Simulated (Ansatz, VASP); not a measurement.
## Ru: VASP beside Ansatz

INCAR

```
SYSTEM = Ru
PREC = Accurate
ENCUT = 520
EDIFF = 1E-6
ISMEAR = 0
SIGMA = 0.1
LREAL = .FALSE.
LASPH = .TRUE.
NELM = 60
ALGO = Normal
ISIF = 2
LWAVE = .FALSE.
LCHARG = .TRUE.
GGA = PE
LELF = .TRUE.
LVHAR = .TRUE.
NBANDS = 13
```

The input KPOINTS:

```
regular mesh
0
G
  18 18 18
  0 0 0
```

File POSCAR:

```
Ru
1.0
   -1.5662031861      1.5662031861      1.5662031861
    1.5662031861     -1.5662031861      1.5662031861
    1.5662031861      1.5662031861     -1.5662031861
Ru
1
Direct
    0.0000000000      0.0000000000      0.0000000000
```

Input for Ansatz:

```yaml
crystal:
  lattice:
    - [-1.5662031861, 1.5662031861, 1.5662031861]
    - [1.5662031861, -1.5662031861, 1.5662031861]
    - [1.5662031861, 1.5662031861, -1.5662031861]
  atoms:
    - { symbol: Ru, position: [0.0, 0.0, 0.0] }
basis:
  ecutwfc: 420
kpoints:
  mp_grid: { grid: [18, 18, 18] }
hamiltonian:
  xc: pbe
scf:
  occupations: { method: gaussian, width: 0.1 }
output:
  forces: true
  stress: true
  eigenvalues: true
  populations: true
```

Alike in both runs: task single point; functional PBE; k mesh 18 × 18 × 18; occupations gaussian, width 0.1 eV; no spin polarisation.

|  | VASP | Ansatz |
| --- | --- | --- |
| version | VASP 6.6.1 | Ansatz 0.2.0 |
| potentials or method | VASP PAW PBE potentials, release 64 (Ru_pv), cutoff 520 eV | scalar-relativistic, plane waves, PAW |
| valence electrons in the cell | 14 | 16 |

Ansatz gave:

* gap on the k mesh at the Fermi level (eV): none
* pressure (GPa): -17.9

Problem. What did VASP give for the same quantities?

Solution. gap on the k mesh at the Fermi level (eV): none; pressure (GPa): -18.0.

A gap of «none» marks a metal or a gap that the smearing closes. VASP's potentials hold 14 valence electrons a cell and Ansatz's 16, so a difference there can come from the potentials and not from the codes.
